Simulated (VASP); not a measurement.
# MgO (Fm-3m) in VASP: single point with PBE

Aim: the single point of MgO with PBE.

All numbers are computed with VASP 6.6.1; they aren't measurements. Logs are shortened: lines on timing, memory, paths and dates and some standing lists are left out, and cuts for length are marked.

## Step 1: The cell of the first run

The structure is cubic, space group Fm-3m (No. 225). Conventional cell: a = 4.356 Å, b = 4.356 Å, c = 4.356 Å, α = 90.00°, β = 90.00°, γ = 90.00°. Within 2.9 Å of Mg (site symmetry m-3m) lie 6 O at 2.18 Å. O (site symmetry m-3m) has 6 Mg at 2.18 Å within 2.9 Å.

## Step 2: Single point, PBE

INCAR

```
SYSTEM = MgO
  ALGO = Normal
  EDIFF = 1E-6
  ENCUT = 840
  GGA = PE
  GGA_COMPAT = .FALSE.
  ISIF = 2
  ISMEAR = 0
  LASPH = .TRUE.
  LCHARG = .TRUE.
  LELF = .TRUE.
  LREAL = .FALSE.
  LVHAR = .TRUE.
  LWAVE = .FALSE.
  NBANDS = 15
  NELM = 120
  PREC = Accurate
  SIGMA = 0.05
```

KPOINTS

```
k-points
0
G
  8 8 8
  0 0 0
```

POSCAR

```
MgO
1.0
    0.0000000000      2.1782000000      2.1782000000
    2.1782000000      0.0000000000      2.1782000000
    2.1782000000      2.1782000000      0.0000000000
Mg O
1 1
Direct
    0.0000000000      0.0000000000      0.0000000000
    0.5000000000      0.5000000000      0.5000000000
```

Potentials or basis: VASP PAW PBE potentials, release 64 (Mg_sv, O).

On the command line:

```
$ cat potpaw_PBE.64/Mg_sv/POTCAR potpaw_PBE.64/O/POTCAR > POTCAR
$ mpirun -np 1 vasp_std > vasp.out
```

OUTCAR:

```text
SYSTEM = MgO
   EDIFF = 1E-6
   ENCUT = 840
   GGA = PE
   ISIF = 2
   ISMEAR = 0
   LASPH = .TRUE.
   LREAL = .FALSE.
   NELM = 120
   PREC = Accurate

 ion  position               nearest neighbor table
   1  0.000  0.000  0.000-
   2  0.500  0.500  0.500-

  LATTYP: Found a face centered cubic cell.
 ALAT       =     4.3564000000

  Lattice vectors:

 A1 = (   0.0000000000,   2.1782000000,   2.1782000000)
 A2 = (   2.1782000000,   0.0000000000,   2.1782000000)
 A3 = (   2.1782000000,   2.1782000000,   0.0000000000)

Analysis of symmetry for initial positions (statically):
=====================================================================
 Subroutine PRICEL returns:
 Original cell was already a primitive cell.

 Routine SETGRP: Setting up the symmetry group for a
 face centered cubic supercell.

 Subroutine GETGRP returns: Found 48 space group operations
 (whereof 48 operations were pure point group operations)
 out of a pool of 48 trial point group operations.

The static configuration has the point symmetry O_h .

Analysis of symmetry for dynamics (positions and initial velocities):
=====================================================================
 Subroutine PRICEL returns:
 Original cell was already a primitive cell.

 Routine SETGRP: Setting up the symmetry group for a
 face centered cubic supercell.

 Subroutine GETGRP returns: Found 48 space group operations
 (whereof 48 operations were pure point group operations)
 out of a pool of 48 trial point group operations.

The dynamic configuration has the point symmetry O_h .

 Subroutine INISYM returns: Found 48 space group operations
 (whereof 48 operations are pure point group operations),
 and found     1 'primitive' translations

----------------------------------------------------------------------------------------

                                     Primitive cell

  volume of cell :      20.6692

  direct lattice vectors                    reciprocal lattice vectors
     0.000000000  2.178200000  2.178200000    -0.229547333  0.229547333  0.229547333
     2.178200000  0.000000000  2.178200000     0.229547333 -0.229547333  0.229547333
     2.178200000  2.178200000  0.000000000     0.229547333  0.229547333 -0.229547333

  length of vectors
     3.080439982  3.080439982  3.080439982     0.397587643  0.397587643  0.397587643

  position of ions in fractional coordinates (direct lattice)
     0.000000000  0.000000000  0.000000000
     0.500000000  0.500000000  0.500000000

  ion indices of the primitive-cell ions
   primitive index   ion index
                 1           1
                 2           2

----------------------------------------------------------------------------------------

 KPOINTS: k-points

Automatic generation of k-mesh.
 Grid dimensions read from file:
 generate k-points for:    8    8    8

 Generating k-lattice:

  Cartesian coordinates                     Fractional coordinates (reciprocal lattice)
    -0.028693417  0.028693417  0.028693417     0.125000000  0.000000000  0.000000000
     0.028693417 -0.028693417  0.028693417     0.000000000  0.125000000  0.000000000
     0.028693417  0.028693417 -0.028693417     0.000000000  0.000000000  0.125000000

  Length of vectors
     0.049698455  0.049698455  0.049698455

  Shift w.r.t. Gamma in fractional coordinates (k-lattice)
     0.000000000  0.000000000  0.000000000

 Subroutine IBZKPT returns following result:
 ===========================================

 Found     29 irreducible k-points:

 Following reciprocal coordinates:
            Coordinates               Weight
  0.000000  0.000000  0.000000      1.000000
  0.125000  0.000000  0.000000      8.000000
  0.250000  0.000000  0.000000      8.000000
  0.375000  0.000000  0.000000      8.000000
  0.500000  0.000000  0.000000      4.000000
  0.125000  0.125000  0.000000      6.000000
[... 16 lines left out ...]
  0.500000  0.250000  0.125000     48.000000
 -0.375000  0.250000  0.125000     24.000000
 [... further k-points ...]
   k-points           NKPTS =     29   k-points in BZ     NKDIM =     29   number of bands    NBANDS=     15
   number of dos      NEDOS =    301   number of ions     NIONS =      2
   total plane-waves  NPLWV =  27000
   dimension x,y,z NGX =    30 NGY =   30 NGZ =   30
   dimension x,y,z NGXF=    60 NGYF=   60 NGZF=   60
   ions per type =               1   1
   NGX,Y,Z   is equivalent  to a cutoff of  16.19, 16.19, 16.19 a.u.
   NGXF,Y,Z  is equivalent  to a cutoff of  32.38, 32.38, 32.38 a.u.
 SYSTEM =  MgO
   PREC   = accura    normal or accurate (medium, high low for compatibility)
   ISTART =      0    job   : 0-new  1-cont  2-samecut
   ICHARG =      2    charge: 1-file 2-atom 10-const
   ISPIN  =      1    spin polarized calculation?
   LNONCOLLINEAR =      F non collinear calculations
   LSORBIT =      F    spin-orbit coupling
   LASPH  =      T    aspherical Exc in radial PAW
   ENCUT  =  840.0 eV  61.74 Ry    7.86 a.u.   7.28  7.28  7.28*2*pi/ulx,y,z
   NELM   =    120;   NELMIN=  2; NELMDL= -5     # of ELM steps
   EDIFF  = 0.1E-05   stopping-criterion for ELM
   LREAL  =      F    real-space projection
   EDIFFG = 0.1E-04   stopping-criterion for IOM
   NSW    =      0    number of steps for IOM
   IBRION =     -1    ionic relax: 0-MD 1-quasi-New 2-CG
   NFREE  =      0    steps in history (QN), initial steepest desc. (CG)
   ISIF   =      2    stress and relaxation
   ISYM   =      2    0-nonsym 1-usesym 2-fastsym
   POTIM  = 0.5000    time-step for ionic-motion
   TEBEG  =    0.0;   TEEND  =   0.0 temperature during run
   PSTRESS=    0.0 pullay stress
   NELECT =      16.0000    total number of electrons
   NUPDOWN=      -1.0000    fix difference up-down
   EMIN   =  10.00;   EMAX   =-10.00  energy-range for DOS
   EFERMI =   0.00;   METHOD = LEGACY
   ISMEAR =     0;   SIGMA  =   0.05  broadening in eV -4-tet -1-fermi 0-gaus
   EFERMI_NEDOS =   21; number of points for ismear=-14 and -15
   IALGO  =     38    algorithm
   IMIX   =      4    mixing-type and parameters
     AMIX     =   0.40;   BMIX     =  1.00
     AMIX_MAG =   1.60;   BMIX_MAG =  1.00
  volume/ion in A,a.u.               =      10.33        69.74
  Fermi-wavevector in a.u.,A,eV,Ry     =   1.503166  2.840573 30.742491  2.259509
  Thomas-Fermi vector in A             =   2.614312
   LORBIT       =      0    0 simple, 1 ext, 2 COOP (PROOUT), +10 PAW based schemes
   GGA     = PE    functional components
   LHFCALC =     F    Hartree Fock is set to
   AEXX    =    0.0000 exact exchange contribution
   IVDW    =     0    specifies the selected vdW correction
   LEPSILON=     F    determine dielectric tensor
   LRPA    =     F    only Hartree local field effects (RPA)
 non-spin polarized calculation
 Gauss-broadening in eV      SIGMA  =   0.05
  energy-cutoff  :      840.00
  volume of cell :       20.67
 maximum number of plane-waves:      1158
 NGX is ok and might be reduce to    30
   NGX = 15   NGY = 15   NGZ = 15

 number of electron      16.0000008 magnetization

 Free energy of the ion-electron system (eV)
  ---------------------------------------------------
  ext. energy  EPLUGINS =         0.00000000
  ---------------------------------------------------
  free energy    TOTEN  =       -11.84558238 eV

  energy without entropy =      -11.84558238  energy(sigma->0) =      -11.84558238

 E-fermi :   2.6064     XC(G=0): -10.8933

 val. band max:        2.2278423415   @ k =   0.0000   0.0000   0.0000
 cond. band min:       6.0474264639   @ k =   0.0000   0.0000   0.0000
 fundamental gap:      3.8195841224
 Fermi energy:         2.6064053992

 k-point     1 :       0.0000    0.0000    0.0000
  band No.  band energies     occupation
      1     -70.4073      2.00000
      2     -37.1423      2.00000
      3     -37.1423      2.00000
      4     -37.1423      2.00000
      5     -14.5384      2.00000
      6       2.2278      2.00000
      7       2.2278      2.00000
      8       2.2278      2.00000
      9       6.0474      0.00000
     10      17.4559      0.00000
     11      17.4559      0.00000
     12      17.4559      0.00000
     13      21.1109      0.00000
     14      22.7798      0.00000
     15      22.7798      0.00000

 k-point     2 :       0.1250    0.0000    0.0000
  band No.  band energies     occupation
      1     -70.4067      2.00000
      2     -37.1508      2.00000
      3     -37.1433      2.00000
      4     -37.1433      2.00000
      5     -14.3997      2.00000
      6       1.3093      2.00000
      7       2.1413      2.00000
      8       2.1413      2.00000
      9       6.9719      0.00000
     10      15.8071      0.00000
     11      17.7546      0.00000
     12      17.7546      0.00000
     13      21.6542      0.00000
     14      21.6542      0.00000
     15      22.9141      0.00000

 k-point     3 :       0.2500    0.0000    0.0000
  band No.  band energies     occupation
      1     -70.4048      2.00000
      2     -37.1708      2.00000
      3     -37.1455      2.00000
      4     -37.1455      2.00000
      5     -14.0432      2.00000
      6      -0.2434      2.00000
      7       1.9413      2.00000
      8       1.9413      2.00000
      9       8.4450      0.00000
     10      14.1671      0.00000
     11      18.0546      0.00000
     12      18.0546      0.00000
     13      21.2918      0.00000
     14      21.2918      0.00000
     15      22.6569      0.00000
[... 343 lines left out ...]
 k-point    23 :       0.5000    0.2500    0.1250
  band No.  band energies     occupation
      1     -70.4019      2.00000
      2     -37.1856      2.00000
      3     -37.1611      2.00000
      4     -37.1516      2.00000
      5     -13.4890      2.00000
      6      -1.1428      2.00000
      7       0.7004      2.00000
      8       1.4756      2.00000
      9      10.8852      0.00000
     10      13.1872      0.00000
     11      15.1035      0.00000
     12      18.1914      0.00000
     13      20.8322      0.00000
     14      23.3559      0.00000
     15      26.6676      0.00000

 k-point    24 :      -0.3750    0.2500    0.1250
  band No.  band energies     occupation
      1     -70.4014      2.00000
      2     -37.1903      2.00000
      3     -37.1626      2.00000
      4     -37.1534      2.00000
      5     -13.3554      2.00000
      6      -1.3860      2.00000
      7       0.5142      2.00000
      8       1.3683      2.00000
      9      11.2061      0.00000
     10      13.4423      0.00000
     11      14.7429      0.00000
     12      17.9459      0.00000
     13      21.5981      0.00000
     14      22.9943      0.00000
     15      26.8404      0.00000

 [... further k-points ...]

------------------------ aborting loop because EDIFF is reached ----------------------------------------

  FORCE on cell =-STRESS in cart. coord.  units (eV):
  Direction    XX          YY          ZZ          XY          YZ          ZX
  --------------------------------------------------------------------------------------
  -------------------------------------------------------------------------------------
  Total       -1.1949201     -1.1949201     -1.1949201      0.0000000      0.0000000      0.0000000
  in kB      -92.6245679    -92.6245679    -92.6245679      0.0000000      0.0000000      0.0000000
  external PRESSURE =     -92.6245679 kB  Pullay stress =       0.0000000 kB

 VOLUME and BASIS-vectors are now :
 -----------------------------------------------------------------------------
  energy-cutoff  :      840.00
  volume of cell :       20.67
      direct lattice vectors                 reciprocal lattice vectors
     0.000000000  2.178200000  2.178200000    -0.229547333  0.229547333  0.229547333
     2.178200000  0.000000000  2.178200000     0.229547333 -0.229547333  0.229547333
     2.178200000  2.178200000  0.000000000     0.229547333  0.229547333 -0.229547333

 POSITION                                       TOTAL-FORCE (eV/Angst)
 -----------------------------------------------------------------------------------
      0.00000      0.00000      0.00000        -0.000000     -0.000000     -0.000000
      2.17820      2.17820      2.17820         0.000000      0.000000      0.000000
 -----------------------------------------------------------------------------------
    total drift:                                0.000000      0.000000      0.000000

  FREE ENERGIE OF THE ION-ELECTRON SYSTEM (eV)
  ---------------------------------------------------
  free  energy   TOTEN  =       -11.8455823775 eV

  energy  without entropy=      -11.8455823775  energy(sigma->0) =      -11.84558238
```

Run time: 40 s. Hardware: 1 thread of AMD EPYC, shared host; peak memory 0.14 GiB.

Results:

```yaml
Free_energy: -11.8456 eV
Pressure: -9.3 GPa
Band_gap_on_the_k_mesh: 3.82 eV
```

Caveat: the cell stands under tension. PBE gaps usually lie below the measured ones, often by a third to a half.
